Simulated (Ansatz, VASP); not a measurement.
**Two plane-wave programs on Cr**

```xyz
1
Lattice="2.3484 0.0000 0.0000 0.0000 2.3484 0.0000 0.0000 0.0000 2.3484" Properties=species:S:1:pos:R:3 pbc="T T T"
Cr    0.0000    0.0000    0.0000
```

Alike in both runs: task relaxation of cell and atoms; functional PBE; k mesh 13 × 13 × 13; occupations fermi-dirac, width 0.1 eV; no spin polarisation.

|  | VASP | Ansatz |
| --- | --- | --- |
| version | VASP 6.6.1 | Ansatz 0.2.0 |
| potentials or method | VASP PAW PBE potentials, release 64 (Cr_pv), cutoff 600 eV | plane waves (420 eV) with PAW, scalar-relativistic |
| valence electrons in the cell | 12 | 14 |

Ansatz gave:

```
relaxed volume (Å³/atom)                                     : 12.79
relaxed cell length with the largest relative difference (Å) : 2.339
```

What did VASP give for the same quantities?

Relaxed volume (Å³/atom): 12.78; relaxed cell length with the largest relative difference (Å): 2.338.

VASP's potentials hold 12 valence electrons a cell and Ansatz's 14, so a difference there can come from the potentials and not from the codes.
